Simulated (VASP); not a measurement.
Here is a VASP 6.6.1 calculation.

Contents of INCAR:

```
SYSTEM = TaC
PREC = Accurate ; ENCUT = 600
EDIFF = 1E-6 ; ISMEAR = 1
SIGMA = 0.5 ; LREAL = .False.
LASPH = .True. ; NELM = 120
ALGO = Normal ; ISIF = 2
LWAVE = .False. ; LCHARG = .False.
GGA = PE ; NBANDS = 14
GGA_COMPAT = .False.
```

File KPOINTS:

```
regular mesh
0
Gamma
  12 12 12
  0 0 0
```

The input POSCAR:

```
TaC
1.0
    0.0000000000      2.2230000000      2.2230000000
    2.2230000000      0.0000000000      2.2230000000
    2.2230000000      2.2230000000      0.0000000000
Ta C
1 1
Direct
    0.0000000000      0.0000000000      0.0000000000
    0.5000000000      0.5000000000      0.5000000000
```

Potentials or basis: VASP PAW PBE potentials, release 64 (Ta_pv, C).

Launch:

```bash
$ cat potpaw_PBE.64/Ta_pv/POTCAR potpaw_PBE.64/C/POTCAR > POTCAR
$ mpirun -np 1 vasp_std > vasp.out
```

Q: Predict the band gap on the k mesh.

A: Zero (an odd number of electrons rules out a gap without spin polarisation).

Q: What does it give for the pressure?

A: 7.3 GPa.

Caveat: the cell stands under pressure; so wide a smearing shifts energies and pressures; spin-orbit coupling is left out, which moves the levels of the heavy elements.
